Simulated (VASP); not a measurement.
# Mo (Im-3m) in VASP: notebook

Runs on Mo. Level: PBE. Tasks: single point.

Program: VASP 6.6.1. These are calculated values, not measurements. Logs are shortened: lines on timing, memory, paths and dates and some standing lists are left out, and cuts for length are marked.

**1. The cell of the first run**

It takes space group Im-3m (No. 229, cubic). The conventional cell has a = 3.161 Å, b = 3.161 Å, c = 3.161 Å, α = 90.00°, β = 90.00°, γ = 90.00°. Mo (site symmetry m-3m) has 14 Mo at 2.74 to 3.16 Å within 3.6 Å.

**2. Single point, PBE**

Contents of INCAR:

```
SYSTEM = Mo
PREC = Accurate
ENCUT = 520
EDIFF = 1E-6
ISMEAR = -1
SIGMA = 0.1
LREAL = .False.
LASPH = .True.
NELM = 60
ALGO = Normal
ISIF = 2
LWAVE = .False.
LCHARG = .False.
GGA = PE
NBANDS = 28
```

Contents of KPOINTS:

```
regular mesh
0
Gamma
  10 10 13
  0 0 0
```

Contents of POSCAR:

```
Mo
1.0
    0.0000000000      3.1608399145     -3.1608399145
   -3.1608399145      0.0000000000      3.1608399145
    1.5804199573      1.5804199573      1.5804199573
Mo
3
Direct
    0.0000000000      0.0000000000      0.0000000000
    0.3333333330      0.6666666670      0.3333333330
    0.6666666670      0.3333333330      0.6666666670
```

Potentials or basis: VASP PAW PBE potentials, release 64 (Mo_sv).

On the command line:

```sh
$ cat potpaw_PBE.64/Mo_sv/POTCAR > POTCAR
$ mpirun -np 1 vasp_std > vasp.out
```

OUTCAR:

```text
SYSTEM = Mo
   PREC = Accurate
   ENCUT = 520
   EDIFF = 1E-6
   ISMEAR = -1
   LREAL = .False.
   LASPH = .True.
   NELM = 60
   ISIF = 2
   GGA = PE

 ion  position               nearest neighbor table
   1  0.000  0.000  0.000-   2 2.74   3 2.74   3 2.74   2 2.74   3 2.74   2 2.74   3 3.16   2 3.16
                             3 3.16   3 3.16   2 3.16   2 3.16
   2  0.333  0.667  0.333-   1 2.74   3 2.74   3 2.74   1 2.74   1 2.74   3 2.74   3 3.16   3 3.16
                             1 3.16   1 3.16   1 3.16   3 3.16
   3  0.667  0.333  0.667-   1 2.74   2 2.74   2 2.74   1 2.74   1 2.74   2 2.74   2 3.16   2 3.16
                             1 3.16   1 3.16   1 3.16   2 3.16

  LATTYP: Found a hexagonal cell.
 ALAT       =     4.4701026756
 C/A-ratio  =     0.6123724357

  Lattice vectors:

 A1 = (   0.0000000000,   3.1608399145,  -3.1608399145)
 A2 = (  -3.1608399145,   0.0000000000,   3.1608399145)
 A3 = (   1.5804199573,   1.5804199573,   1.5804199573)

Analysis of symmetry for initial positions (statically):
=====================================================================
 Subroutine PRICEL returns following result:

  LATTYP: Found a body centered cubic cell.
 ALAT       =     3.1608399124

  Lattice vectors:

 A1 = (  -1.5804199604,   1.5804199541,  -1.5804199541)
 A2 = (  -1.5804199557,  -1.5804199557,   1.5804199557)
 A3 = (   1.5804199573,   1.5804199573,   1.5804199573)

   3 primitive cells build up your supercell.

 Routine SETGRP: Setting up the symmetry group for a
 hexagonal supercell.

 Subroutine GETGRP returns: Found 12 space group operations
 (whereof 12 operations were pure point group operations)
 out of a pool of 24 trial point group operations.

The static configuration has the point symmetry D_3d.

Analysis of symmetry for dynamics (positions and initial velocities):
=====================================================================
 Subroutine PRICEL returns following result:

  LATTYP: Found a body centered cubic cell.
 ALAT       =     3.1608399124

  Lattice vectors:

 A1 = (  -1.5804199604,   1.5804199541,  -1.5804199541)
 A2 = (  -1.5804199557,  -1.5804199557,   1.5804199557)
 A3 = (   1.5804199573,   1.5804199573,   1.5804199573)

   3 primitive cells build up your supercell.

 Routine SETGRP: Setting up the symmetry group for a
 hexagonal supercell.

 Subroutine GETGRP returns: Found 12 space group operations
 (whereof 12 operations were pure point group operations)
 out of a pool of 24 trial point group operations.

The dynamic configuration has the point symmetry D_3d.

 Subroutine INISYM returns: Found 12 space group operations
 (whereof 12 operations are pure point group operations),
 and found     3 'primitive' translations

----------------------------------------------------------------------------------------

                                     Primitive cell

  volume of cell :      15.7898

  direct lattice vectors                    reciprocal lattice vectors
    -1.580419960  1.580419954 -1.580419954    -0.316371606  0.316371606  0.000000000
    -1.580419956 -1.580419956  1.580419956    -0.316371606 -0.000000001  0.316371606
     1.580419957  1.580419957  1.580419957    -0.000000000  0.316371606  0.316371606

  length of vectors
     2.737367661  2.737367661  2.737367663     0.447417016  0.447417016  0.447417016

  position of ions in fractional coordinates (direct lattice)
     0.000000000  0.000000000  0.000000000

  ion indices of the primitive-cell ions
   primitive index   ion index
                 1           1

----------------------------------------------------------------------------------------

 KPOINTS: regular mesh

Automatic generation of k-mesh.
 Grid dimensions read from file:
 generate k-points for:   10   10   13

 Generating k-lattice:

  Cartesian coordinates                     Fractional coordinates (reciprocal lattice)
    -0.010545720  0.021091440 -0.010545720     0.100000000  0.000000000  0.000000000
    -0.021091440  0.010545720  0.010545720     0.000000000  0.100000000  0.000000000
     0.016224185  0.016224185  0.016224185     0.000000000  0.000000000  0.076923077

  Length of vectors
     0.025831633  0.025831633  0.028101113

  Shift w.r.t. Gamma in fractional coordinates (k-lattice)
     0.000000000  0.000000000  0.000000000

 Subroutine IBZKPT returns following result:
 ===========================================

 Found    146 irreducible k-points:

 Following reciprocal coordinates:
            Coordinates               Weight
  0.000000  0.000000  0.000000      1.000000
  0.100000  0.000000  0.000000      6.000000
  0.200000  0.000000  0.000000      6.000000
  0.300000  0.000000  0.000000      6.000000
  0.400000  0.000000  0.000000      6.000000
  0.500000  0.000000  0.000000      3.000000
[... 16 lines left out ...]
  0.000000  0.400000  0.076923      6.000000
  0.500000  0.000000  0.076923      6.000000
 [... further k-points ...]
   k-points           NKPTS =    146   k-points in BZ     NKDIM =    146   number of bands    NBANDS=     28
   number of dos      NEDOS =    301   number of ions     NIONS =      3
   total plane-waves  NPLWV =  25920
   dimension x,y,z NGX =    36 NGY =   36 NGZ =   20
   dimension x,y,z NGXF=    72 NGYF=   72 NGZF=   40
   ions per type =               3
   NGX,Y,Z   is equivalent  to a cutoff of  13.39, 13.39, 12.15 a.u.
   NGXF,Y,Z  is equivalent  to a cutoff of  26.78, 26.78, 24.29 a.u.
 SYSTEM =  Mo
   PREC   = accura    normal or accurate (medium, high low for compatibility)
   ISTART =      0    job   : 0-new  1-cont  2-samecut
   ICHARG =      2    charge: 1-file 2-atom 10-const
   ISPIN  =      1    spin polarized calculation?
   LNONCOLLINEAR =      F non collinear calculations
   LSORBIT =      F    spin-orbit coupling
   LASPH  =      T    aspherical Exc in radial PAW
   ENCUT  =  520.0 eV  38.22 Ry    6.18 a.u.   8.31  8.31  5.09*2*pi/ulx,y,z
   NELM   =     60;   NELMIN=  2; NELMDL= -5     # of ELM steps
   EDIFF  = 0.1E-05   stopping-criterion for ELM
   LREAL  =      F    real-space projection
   EDIFFG = 0.1E-04   stopping-criterion for IOM
   NSW    =      0    number of steps for IOM
   IBRION =     -1    ionic relax: 0-MD 1-quasi-New 2-CG
   NFREE  =      0    steps in history (QN), initial steepest desc. (CG)
   ISIF   =      2    stress and relaxation
   ISYM   =      2    0-nonsym 1-usesym 2-fastsym
   POTIM  = 0.5000    time-step for ionic-motion
   TEBEG  =    0.0;   TEEND  =   0.0 temperature during run
   PSTRESS=    0.0 pullay stress
   NELECT =      42.0000    total number of electrons
   NUPDOWN=      -1.0000    fix difference up-down
   EMIN   =  10.00;   EMAX   =-10.00  energy-range for DOS
   EFERMI =   0.00;   METHOD = LEGACY
   ISMEAR =    -1;   SIGMA  =   0.10  broadening in eV -4-tet -1-fermi 0-gaus
   EFERMI_NEDOS =   21; number of points for ismear=-14 and -15
   IALGO  =     38    algorithm
   IMIX   =      4    mixing-type and parameters
     AMIX     =   0.40;   BMIX     =  1.00
     AMIX_MAG =   1.60;   BMIX_MAG =  1.00
  volume/ion in A,a.u.               =      15.79       106.56
  Fermi-wavevector in a.u.,A,eV,Ry     =   1.572745  2.972057 33.654380  2.473527
  Thomas-Fermi vector in A             =   2.674133
   LORBIT       =      0    0 simple, 1 ext, 2 COOP (PROOUT), +10 PAW based schemes
   GGA     = PE    functional components
   LHFCALC =     F    Hartree Fock is set to
   AEXX    =    0.0000 exact exchange contribution
   IVDW    =     0    specifies the selected vdW correction
   LEPSILON=     F    determine dielectric tensor
   LRPA    =     F    only Hartree local field effects (RPA)
 non-spin polarized calculation
  energy-cutoff  :      520.00
  volume of cell :       47.37
 maximum number of plane-waves:      1291
 NGX is ok and might be reduce to    36
   NGX = 17   NGY = 17   NGZ = 11

 number of electron      42.0000004 magnetization

 Free energy of the ion-electron system (eV)
  ---------------------------------------------------
  ext. energy  EPLUGINS =         0.00000000
  ---------------------------------------------------
  free energy    TOTEN  =       -32.84118980 eV

  energy without entropy =      -32.77597906  energy(sigma->0) =      -32.80858443

 E-fermi :  12.4623     XC(G=0): -13.3336

 val. band max:       12.4617442400   @ k =   0.0000   0.3000   0.4615
 cond. band min:      12.4649430504   @ k =  -0.1000   0.4000   0.4615
 fundamental gap:      0.0031988104
 Fermi energy:        12.4622901751

 k-point     1 :       0.0000    0.0000    0.0000
  band No.  band energies     occupation
      1     -48.8461      2.00000
      2     -48.5598      2.00000
      3     -48.5598      2.00000
      4     -23.0769      2.00000
      5     -23.0769      2.00000
      6     -23.0769      2.00000
[... 20 lines left out ...]
     27      14.5464      0.00000
     28      14.5464      0.00000

 k-point     2 :       0.1000    0.0000    0.0000
  band No.  band energies     occupation
      1     -48.8380      2.00000
      2     -48.5645      2.00000
      3     -48.5634      2.00000
      4     -23.2122      2.00000
      5     -23.1946      2.00000
      6     -22.9303      2.00000
[... 20 lines left out ...]
     27      14.8038      0.00000
     28      14.8640      0.00000

 k-point     3 :       0.2000    0.0000    0.0000
  band No.  band energies     occupation
      1     -48.8146      2.00000
      2     -48.5800      2.00000
      3     -48.5720      2.00000
      4     -23.3278      2.00000
      5     -23.2476      2.00000
      6     -22.7812      2.00000
[... 20 lines left out ...]
     27      14.8826      0.00000
     28      15.1201      0.00000

 k-point     4 :       0.3000    0.0000    0.0000
  band No.  band energies     occupation
      1     -48.7790      2.00000
      2     -48.6070      2.00000
      3     -48.5817      2.00000
      4     -23.4162      2.00000
      5     -23.2225      2.00000
      6     -22.6475      2.00000
[... 20 lines left out ...]
     27      14.8521      0.00000
     28      15.2472      0.00000

 k-point     5 :       0.4000    0.0000    0.0000
  band No.  band energies     occupation
      1     -48.7352      2.00000
      2     -48.6443      2.00000
      3     -48.5890      2.00000
      4     -23.4718      2.00000
      5     -23.1189      2.00000
      6     -22.7366      2.00000
[... 20 lines left out ...]
     27      14.7496      0.00000
     28      15.1021      0.00000

 k-point     6 :       0.5000    0.0000    0.0000
  band No.  band energies     occupation
      1     -48.6886      2.00000
      2     -48.6886      2.00000
      3     -48.5918      2.00000
      4     -23.4907      2.00000
      5     -22.9491      2.00000
      6     -22.9491      2.00000
[... 463 lines left out ...]
      5     -23.2035      2.00000
      6     -22.6910      2.00000
[... 20 lines left out ...]
     27      14.7757      0.00000
     28      14.9378      0.00000

 k-point    22 :       0.4000    0.0000    0.0769
  band No.  band energies     occupation
      1     -48.7250      2.00000
      2     -48.6455      2.00000
      3     -48.5795      2.00000
      4     -23.4618      2.00000
      5     -23.1428      2.00000
      6     -22.6903      2.00000
[... 20 lines left out ...]
     27      14.8227      0.00000
     28      16.4031      0.00000

 k-point    23 :       0.0000    0.4000    0.0769
  band No.  band energies     occupation
      1     -48.7302      2.00000
      2     -48.6312      2.00000
      3     -48.5887      2.00000
      4     -23.4443      2.00000
      5     -23.0841      2.00000
      6     -22.7966      2.00000
[... 20 lines left out ...]
     27      14.7131      0.00000
     28      14.8065      0.00000

 k-point    24 :       0.5000    0.0000    0.0769
  band No.  band energies     occupation
      1     -48.6865      2.00000
      2     -48.6771      2.00000
      3     -48.5868      2.00000
      4     -23.4717      2.00000
      5     -22.9941      2.00000
      6     -22.9044      2.00000
[... 20 lines left out ...]
     27      15.0991      0.00000
     28      15.2274      0.00000

 [... further k-points ...]

------------------------ aborting loop because EDIFF is reached ----------------------------------------

  FORCE on cell =-STRESS in cart. coord.  units (eV):
  Direction    XX          YY          ZZ          XY          YZ          ZX
  --------------------------------------------------------------------------------------
  -------------------------------------------------------------------------------------
  Total        0.1530961      0.1530961      0.1530961     -0.0249595     -0.0249595     -0.0249595
  in kB        5.1781650      5.1781650      5.1781650     -0.8442045     -0.8442045     -0.8442045
  external PRESSURE =       5.1781650 kB  Pullay stress =       0.0000000 kB

 VOLUME and BASIS-vectors are now :
 -----------------------------------------------------------------------------
  energy-cutoff  :      520.00
  volume of cell :       47.37
      direct lattice vectors                 reciprocal lattice vectors
     0.000000000  3.160839914 -3.160839914    -0.105457202  0.210914404 -0.105457202
    -3.160839914  0.000000000  3.160839914    -0.210914404  0.105457202  0.105457202
     1.580419957  1.580419957  1.580419957     0.210914404  0.210914404  0.210914404

 POSITION                                       TOTAL-FORCE (eV/Angst)
 -----------------------------------------------------------------------------------
      0.00000      0.00000      0.00000         0.000000      0.000000     -0.000000
     -1.58042      1.58042      1.58042        -0.000000     -0.000000      0.000000
      0.00000      3.16084     -0.00000         0.000000     -0.000000      0.000000
 -----------------------------------------------------------------------------------
    total drift:                               -0.000000     -0.000000      0.000000

  FREE ENERGIE OF THE ION-ELECTRON SYSTEM (eV)
  ---------------------------------------------------
  free  energy   TOTEN  =       -32.8411898006 eV

  energy  without entropy=      -32.7759790584  energy(sigma->0) =      -32.80858443
```

Run time: 2.7 min. Hardware: 1 thread of Intel Xeon 8259CL, shared host; peak memory 0.27 GiB.

What came out:

```
Free energy            : -32.8412 eV
Pressure               : 0.5 GPa
Band gap on the k mesh : zero (bands 21 and 22 overlap by 3.26 eV)
```

Levels at points of the mesh, in eV from the Fermi level:
```
           k point  band 18  band 19  band 20  band 21  band 22  band 23  band 24  band 25
(0.00, 0.00, 0.00)    -2.33    -2.33    -1.38    -1.37    -1.37     1.61     1.61     2.08
(0.50, 0.00, 0.00)    -2.47    -2.26    -2.26     0.76     0.76     1.56     1.64     2.03
```

**3. Single point, PBE**

Contents of INCAR:

```
PREC = Accurate
ENCUT = 520
EDIFF = 1E-7
ISMEAR = -1
SIGMA = 0.1
LREAL = F
LASPH = T
NELM = 80
ALGO = Normal
ISIF = 2
LWAVE = F
LCHARG = T
GGA = PE
LELF = T
LVHAR = T
NBANDS = 28
```

Contents of KPOINTS:

```
regular mesh
0
Gamma
  10 10 13
```

POSCAR is that of step 2.

Potentials or basis: VASP PAW PBE potentials, release 64 (Mo_sv).

On the command line:

```sh
$ cat potpaw_PBE.64/Mo_sv/POTCAR > POTCAR
$ mpirun -np 1 vasp_std > vasp.out
```

Run time: 3 min. Hardware: 1 thread of Intel Xeon 8259CL, shared host; peak memory 0.27 GiB.

The run converged. Its results:

```
Free energy            : -32.8412 eV
Pressure               : 0.5 GPa
Band gap on the k mesh : zero (bands 21 and 22 overlap by 3.26 eV)
```

Levels at points of the mesh, in eV from the Fermi level:
```csv
k point,band 19,band 20,band 21,band 22,band 23,band 24
"(0.00, 0.00, 0.00)",-2.33,-1.38,-1.37,-1.37,1.61,1.61
"(0.50, 0.00, 0.00)",-2.26,-2.26,0.76,0.76,1.56,1.64
```
